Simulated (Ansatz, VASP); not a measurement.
One calculation of CO2, two programs

```
CELL_PARAMETERS angstrom
5.57984 0.00000 0.00000
0.00000 5.57984 0.00000
0.00000 0.00000 5.57984
ATOMIC_POSITIONS crystal
C 0.00000 0.00000 0.00000
C 0.50000 0.00000 0.50000
C 0.50000 0.50000 0.00000
C 0.00000 0.50000 0.50000
O 0.12005 0.12005 0.12005
O 0.37995 0.87995 0.62005
O 0.62005 0.37995 0.87995
O 0.87995 0.62005 0.37995
O 0.87995 0.87995 0.87995
O 0.62005 0.12005 0.37995
O 0.37995 0.62005 0.12005
O 0.12005 0.37995 0.62005
```

Alike in both runs: functional r2SCAN; k mesh 4 × 4 × 4; occupations gaussian, width 0.02 eV; no spin polarisation.

Ansatz relaxed the structure, and its values are those at the end. VASP's run is a single point on that final structure, the one shown.

|  | VASP | Ansatz |
| --- | --- | --- |
| version | VASP 6.6.1 | Ansatz 0.2.0 |
| potentials or method | VASP PAW PBE potentials, release 64 (C, O), cutoff 520 eV | scalar-relativistic, plane waves, PAW |
| valence electrons in the cell | 64 | 64 |

```csv
,VASP,Ansatz,Ansatz less VASP
gap on the k mesh at the Fermi level (eV),7.50,7.52,+0.022
least direct gap on the mesh (eV),7.50,7.52,+0.022
pressure (GPa),1.9,0.0,-1.89
rms of the force components (eV/Å),0.371,0.000,-0.3710
```

VASP's potentials were made for PBE, not for r2SCAN. One of these differences is far larger than is usual between the two programs; its cause wasn't traced.

Noted on VASP's run: the standard files for N, O and F lose accuracy on very short bonds.
